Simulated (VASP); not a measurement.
HgIr2Cl2: single point with PBEsol

Crystal: HgIr2Cl2.

```
CELL_PARAMETERS angstrom
4.24720 4.24720 0.00000
4.24720 -4.24720 0.00000
0.00000 0.00000 -4.24720
ATOMIC_POSITIONS crystal
Hg 0.00000 0.00000 0.00000
Ir 0.25000 0.75000 0.00000
Ir 0.75000 0.25000 0.00000
Cl 0.25000 0.25000 0.50000
Cl 0.75000 0.75000 0.50000
```

```json
{
 "Program": "VASP 6.6.1",
 "Task": "single point",
 "Functional": "PBEsol",
 "Potentials or basis": "VASP PAW PBE potentials, release 64 (Hg, Ir, Cl)",
 "Cutoff": "400 eV",
 "k mesh": "6 × 6 × 8",
 "Occupations": "methfessel-paxton, width 0.2463 eV",
 "Spin": "no spin polarisation",
 "Dipole correction": "no",
 "k mesh for the DOS": "9 × 9 × 12",
 "Occupations for the DOS": "tetrahedron",
 "Further INCAR settings": "ALGO = Normal; EDIFF = 1e-06; NBANDS = 30"
}
```

```json
{"Valence electrons inside the program's atomic spheres": "Hg 11.01; Ir 7.90; Cl 4.96"}
```

Levels at points of the mesh, in eV from the Fermi level:
| k point | band 20 | band 21 | band 22 | band 23 | band 24 | band 25 |
| --- | --- | --- | --- | --- | --- | --- |
| (0.00, 0.00, 0.00) | -0.73 | -0.47 | -0.20 | 0.02 | 0.03 | 0.11 |
| (0.00, 0.00, 0.50) | -0.09 | 0.01 | 0.03 | 0.08 | 0.30 | 0.69 |

It took 4 min on 1 thread of AMD EPYC 9R45 96-Core Processor (Zen 5), on a shared host, peak memory 0.55 GiB.

Caveat: spin-orbit coupling is left out, which moves the levels of the heavy elements.
